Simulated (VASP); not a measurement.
# SiC (P6_3mc) in VASP: notebook

Runs on SiC. Level: PBE. Tasks: single point.

Everything below comes from runs of VASP 6.6.1. Logs are shortened: lines on timing, memory, paths and dates and some standing lists are left out, and cuts for length are marked.

## Step 1: The cell of the first run

Symmetry: P6_3mc, No. 186, hexagonal system. The conventional cell has a = 3.075 Å, b = 3.075 Å, c = 5.048 Å, α = 90.00°, β = 90.00°, γ = 120.00°. Within 2.5 Å of Si (site symmetry 3m) lie 4 C at 1.88 to 1.90 Å. C (site symmetry 3m) has 4 Si at 1.88 to 1.90 Å within 2.5 Å.

## Step 2: Single point, PBE

Contents of INCAR:

```
PREC = Accurate
ENCUT = 520
EDIFF = 1E-6
ISMEAR = 0
SIGMA = 0.01
LREAL = F
LASPH = T
NELM = 60
ALGO = Normal
ISIF = 2
LWAVE = F
LCHARG = T
GGA = PE
LELF = T
LVHAR = T
NBANDS = 16
```

Contents of KPOINTS:

```
regular mesh
0
Gamma
  6 6 2
```

Contents of POSCAR:

```
SiC
1.0
    3.0753564053      0.0000000000      0.0000000000
   -1.5376782026      2.6633367727      0.0000000000
    0.0000000000      0.0000000000      5.0481087160
Si C
2 2
Direct
    0.3333333333      0.6666666667      0.4995917782
    0.6666666667      0.3333333333      0.9995917782
    0.3333333333      0.6666666667      0.8754082218
    0.6666666667      0.3333333333      0.3754082218
```

Potentials or basis: VASP PAW PBE potentials, release 64 (Si, C).

Started as:

```sh
cat potpaw_PBE.64/Si/POTCAR potpaw_PBE.64/C/POTCAR > POTCAR
mpirun -np 1 vasp_std > vasp.out
```

OUTCAR:

```text
PREC = Accurate
   ENCUT = 520
   EDIFF = 1E-6
   ISMEAR = 0
   LREAL = F
   LASPH = T
   NELM = 60
   ISIF = 2
   GGA = PE

 ion  position               nearest neighbor table
   1  0.333  0.667  0.500-   4 1.88   4 1.88   4 1.88   3 1.90   2 3.09   2 3.09   2 3.09   2 3.09
                             2 3.09   2 3.09
   2  0.667  0.333  1.000-   3 1.88   3 1.88   3 1.88   4 1.90   1 3.09   1 3.09   1 3.09   1 3.09
                             1 3.09   1 3.09
   3  0.333  0.667  0.875-   2 1.88   2 1.88   2 1.88   1 1.90
   4  0.667  0.333  0.375-   1 1.88   1 1.88   1 1.88   2 1.90

  LATTYP: Found a hexagonal cell.
 ALAT       =     3.0753564053
 C/A-ratio  =     1.6414711177

  Lattice vectors:

 A1 = (   3.0753564053,   0.0000000000,   0.0000000000)
 A2 = (  -1.5376782026,   2.6633367727,   0.0000000000)
 A3 = (   0.0000000000,   0.0000000000,   5.0481087160)

Analysis of symmetry for initial positions (statically):
=====================================================================
 Subroutine PRICEL returns:
 Original cell was already a primitive cell.

 Routine SETGRP: Setting up the symmetry group for a
 hexagonal supercell.

 Subroutine GETGRP returns: Found 12 space group operations
 (whereof  6 operations were pure point group operations)
 out of a pool of 24 trial point group operations.

The static configuration has the point symmetry C_3v.
 The point group associated with its full space group is C_6v.

Analysis of symmetry for dynamics (positions and initial velocities):
=====================================================================
 Subroutine PRICEL returns:
 Original cell was already a primitive cell.

 Routine SETGRP: Setting up the symmetry group for a
 hexagonal supercell.

 Subroutine GETGRP returns: Found 12 space group operations
 (whereof  6 operations were pure point group operations)
 out of a pool of 24 trial point group operations.

The dynamic configuration has the point symmetry C_3v.
 The point group associated with its full space group is C_6v.

 Subroutine INISYM returns: Found 12 space group operations
 (whereof  6 operations are pure point group operations),
 and found     1 'primitive' translations

[... 86 lines left out ...]
   NELM   =     60;   NELMIN=  2; NELMDL= -5     # of ELM steps
   EDIFF  = 0.1E-05   stopping-criterion for ELM
   LREAL  =      F    real-space projection
   EDIFFG = 0.1E-04   stopping-criterion for IOM
   NSW    =      0    number of steps for IOM
   IBRION =     -1    ionic relax: 0-MD 1-quasi-New 2-CG
   NFREE  =      0    steps in history (QN), initial steepest desc. (CG)
   ISIF   =      2    stress and relaxation
   ISYM   =      2    0-nonsym 1-usesym 2-fastsym
   POTIM  = 0.5000    time-step for ionic-motion
   TEBEG  =    0.0;   TEEND  =   0.0 temperature during run
   PSTRESS=    0.0 pullay stress
   NELECT =      16.0000    total number of electrons
   NUPDOWN=      -1.0000    fix difference up-down
   EMIN   =  10.00;   EMAX   =-10.00  energy-range for DOS
   EFERMI =   0.00;   METHOD = LEGACY
   ISMEAR =     0;   SIGMA  =   0.01  broadening in eV -4-tet -1-fermi 0-gaus
   EFERMI_NEDOS =   21; number of points for ismear=-14 and -15
   IALGO  =     38    algorithm
   IMIX   =      4    mixing-type and parameters
     AMIX     =   0.40;   BMIX     =  1.00
     AMIX_MAG =   1.60;   BMIX_MAG =  1.00
  volume/ion in A,a.u.               =      10.34        69.76
  Fermi-wavevector in a.u.,A,eV,Ry     =   1.192975  2.254396 19.363673  1.423190
  Thomas-Fermi vector in A             =   2.329001
   LORBIT       =      0    0 simple, 1 ext, 2 COOP (PROOUT), +10 PAW based schemes
   GGA     = PE    functional components
   LHFCALC =     F    Hartree Fock is set to
   AEXX    =    0.0000 exact exchange contribution
   IVDW    =     0    specifies the selected vdW correction
   LEPSILON=     F    determine dielectric tensor
   LRPA    =     F    only Hartree local field effects (RPA)
 non-spin polarized calculation
 Gauss-broadening in eV      SIGMA  =   0.01
  energy-cutoff  :      520.00
  volume of cell :       41.35
 maximum number of plane-waves:      1124
 NGX is ok and might be reduce to    24
   NGX = 11   NGY = 11   NGZ = 19

 number of electron      16.0000000 magnetization

 Free energy of the ion-electron system (eV)
  ---------------------------------------------------
  ext. energy  EPLUGINS =         0.00000000
  ---------------------------------------------------
  free energy    TOTEN  =       -30.09701185 eV

  energy without entropy =      -30.09701185  energy(sigma->0) =      -30.09701185

 E-fermi :   8.4004     XC(G=0): -11.3508

 val. band max:        8.2691252232   @ k =   0.0000   0.0000   0.0000
 cond. band min:      10.5381328044   @ k =   0.3333   0.3333   0.0000
 fundamental gap:      2.2690075812
 Fermi energy:         8.4004147730

 k-point     1 :       0.0000    0.0000    0.0000
  band No.  band energies     occupation
      1      -7.3061      2.00000
      2      -3.7380      2.00000
      3      -0.4365      2.00000
      4       6.9523      2.00000
      5       6.9523      2.00000
      6       8.1528      2.00000
[... 243 lines left out ...]
      3       0.5182      2.00000
      4       0.5182      2.00000
      5       2.6275      2.00000
      6       2.6275      2.00000
[... 8 lines left out ...]
     15      19.9193      0.00000
     16      19.9193      0.00000

------------------------ aborting loop because EDIFF is reached ----------------------------------------

  FORCE on cell =-STRESS in cart. coord.  units (eV):
  Direction    XX          YY          ZZ          XY          YZ          ZX
  --------------------------------------------------------------------------------------
  -------------------------------------------------------------------------------------
  Total        0.8628461      0.8628461      1.0314633      0.0000000      0.0000000      0.0000000
  in kB       33.4344112     33.4344112     39.9681553      0.0000000      0.0000000      0.0000000
  external PRESSURE =      35.6123259 kB  Pullay stress =       0.0000000 kB

 VOLUME and BASIS-vectors are now :
 -----------------------------------------------------------------------------
  energy-cutoff  :      520.00
  volume of cell :       41.35
      direct lattice vectors                 reciprocal lattice vectors
     3.075356405  0.000000000  0.000000000     0.325165564  0.187734426  0.000000000
    -1.537678203  2.663336773  0.000000000     0.000000000  0.375468852  0.000000000
     0.000000000  0.000000000  5.048108716     0.000000000  0.000000000  0.198093990

 POSITION                                       TOTAL-FORCE (eV/Angst)
 -----------------------------------------------------------------------------------
     -0.00000      1.77556      2.52199         0.000000     -0.000000     -0.032616
      1.53768      0.88778      5.04605        -0.000000     -0.000000     -0.032616
     -0.00000      1.77556      4.41916         0.000000     -0.000000      0.032616
      1.53768      0.88778      1.89510        -0.000000      0.000000      0.032616
 -----------------------------------------------------------------------------------
    total drift:                               -0.000000     -0.000000     -0.000179

  FREE ENERGIE OF THE ION-ELECTRON SYSTEM (eV)
  ---------------------------------------------------
  free  energy   TOTEN  =       -30.0970118487 eV

  energy  without entropy=      -30.0970118487  energy(sigma->0) =      -30.09701185
```

OSZICAR:

```text
N       E                     dE             d eps       ncg     rms          rms(c)
DAV:   1     0.279406885420E+02    0.27941E+02   -0.71121E+03   448   0.893E+02
DAV:   2    -0.311586362522E+02   -0.59099E+02   -0.53919E+02   672   0.160E+02
DAV:   3    -0.338092634388E+02   -0.26506E+01   -0.26379E+01   576   0.303E+01
DAV:   4    -0.338298616886E+02   -0.20598E-01   -0.20592E-01   536   0.330E+00
DAV:   5    -0.338300597590E+02   -0.19807E-03   -0.19807E-03   592   0.310E-01    0.125E+01
DAV:   6    -0.301882694022E+02    0.36418E+01   -0.66424E+00   560   0.157E+01    0.564E+00
DAV:   7    -0.301149342472E+02    0.73335E-01   -0.11096E+00   616   0.614E+00    0.248E+00
DAV:   8    -0.300982069461E+02    0.16727E-01   -0.46499E-02   504   0.138E+00    0.633E-01
DAV:   9    -0.300966690545E+02    0.15379E-02   -0.76203E-03   552   0.589E-01    0.123E-01
DAV:  10    -0.300969851904E+02   -0.31614E-03   -0.10046E-03   512   0.183E-01    0.569E-02
DAV:  11    -0.300970102429E+02   -0.25052E-04   -0.95183E-05   544   0.687E-02    0.136E-02
DAV:  12    -0.300970113352E+02   -0.10923E-05   -0.65674E-06   584   0.160E-02    0.395E-03
DAV:  13    -0.300970118487E+02   -0.51352E-06   -0.39902E-07   328   0.425E-03
   1 F= -.30097012E+02 E0= -.30097012E+02  d E =-.216655E-78
```

stdout:

```text
POSCAR found type information on POSCAR SiC
 POSCAR found :  2 types and       4 ions
 scaLAPACK will be used
 LDA part: xc-table for (Slater+PW92), standard interpolation
 POSCAR, INCAR and KPOINTS ok, starting setup
 FFT: planning ... GRIDC
 FFT: planning ... GRID_SOFT
 FFT: planning ... GRID
 WAVECAR not read
 entering main loop
```

Run time: 8.4 s. Hardware: 1 thread of Intel Xeon Platinum 8488C (Sapphire Rapids), shared host; peak memory 0.15 GiB.

What came out:

```yaml
Free_energy: -30.0970 eV
Pressure: 3.6 GPa
Largest_force: 0.033 eV/Å
Band_gap_on_the_k_mesh: 2.27 eV, indirect (least direct gap 3.97 eV)
```

Forces in eV/Å, atoms in the order of the input:
```
Si   0.000  0.000 -0.033
Si   0.000  0.000 -0.033
C    0.000  0.000  0.033
C    0.000  0.000  0.033
```

Levels at points of the mesh, in eV from the valence-band top:
```tsv
k point	band 6	band 7	band 8	band 9	band 10	band 11
(0.00, 0.00, 0.00)	-0.12	0.00	0.00	4.81	6.21	6.67
(0.50, 0.00, 0.00)	-3.32	-3.29	-1.20	2.78	4.22	6.88
(0.00, 0.00, 0.50)	-0.71	-0.71	-0.71	5.90	5.90	7.35
(0.50, 0.00, 0.50)	-2.45	-2.33	-2.33	3.28	3.28	5.25
```

Caveat: the k points lie up to 0.62 Å⁻¹ apart. A k mesh can miss the band edges.

(Continued in part 2 of 2.)
